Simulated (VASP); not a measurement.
Set up this calculation in VASP 6.6.1, as the native input.

```
Task                   : single point
Functional             : revPBE
Dispersion             : D3(BJ)
Potentials or basis    : VASP PAW PBE potentials, release 64 (Ta_pv)
Cutoff                 : 520 eV
k mesh                 : 11 × 11 × 11
Occupations            : fermi-dirac, width 0.05 eV
Spin                   : no spin polarisation
Dipole correction      : no
Further INCAR settings : ALGO = Fast; EDIFF = 1e-06; NBANDS = 12
```

The structure of Ta lies in POSCAR:

```
Ta
1.0
   -1.6355798884      1.6355798884      1.6355798884
    1.6355798884     -1.6355798884      1.6355798884
    1.6355798884      1.6355798884     -1.6355798884
Ta
1
Direct
    0.0000000000      0.0000000000      0.0000000000
```

One way to write it, as run:

INCAR

```
PREC = Accurate
ENCUT = 520
EDIFF = 1E-6
ISMEAR = -1
SIGMA = 0.05
LREAL = F
LASPH = T
NELM = 60
ALGO = Fast
ISIF = 2
LWAVE = F
LCHARG = F
GGA = RE
IVDW = 12
NBANDS = 12
```

KPOINTS

```
regular mesh
0
Gamma
  11 11 11
```

Potentials or basis: VASP PAW PBE potentials, release 64 (Ta_pv).

Launch:

```sh
$ cat potpaw_PBE.64/Ta_pv/POTCAR > POTCAR
$ mpirun -np 1 vasp_std > vasp.out
```

Results of the run:

```yaml
Pressure: 0.2 GPa
Dispersion_energy_per_atom: -1.212 eV
```

Caveat: the PAW data sets were made with another functional, which shifts forces and pressure a little; pairwise dispersion overbinds metals, which lowers pressure and volume.

Wall time 14 s on 1 thread of Intel Xeon 8259CL, on a shared host, peak memory 0.15 GiB.
